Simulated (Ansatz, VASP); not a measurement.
## O: VASP beside Ansatz

```
O
1.0
     2.56100    0.00000    0.00000
    -1.28050    2.21789    0.00000
     0.00000    0.00000    6.57500
O
4
Direct
  0.33333 0.66667 0.16100
  0.66667 0.33333 0.66100
  0.33333 0.66667 0.33900
  0.66667 0.33333 0.83900
```

Alike in both runs: task single point; functional PBE; k mesh 8 × 8 × 3; occupations fermi-dirac, width 0.03 eV; no spin polarisation.

|  | VASP | Ansatz |
| --- | --- | --- |
| version | VASP 6.6.1 | Ansatz 0.2.0 |
| potentials or method | VASP PAW PBE potentials, release 64 (O), cutoff 600 eV | PAW, plane waves, scalar-relativistic |
| valence electrons in the cell | 24 | 24 |

|  | VASP | Ansatz | Ansatz less VASP |
| --- | --- | --- | --- |
| pressure (GPa) | 22.7 | 17.3 | -5.43 |
| traceless stress, the component that is largest in VASP (GPa) | 46.21 | 34.22 | -11.988 |
| rms of the force components (eV/Å) | 2.805 | 1.744 | -1.0608 |

Atom by atom the forces differ by 1.061 eV/Å (rms over components).

Noted on VASP's run: the standard files for N, O and F lose accuracy on very short bonds; spin is off for a triplet molecule.
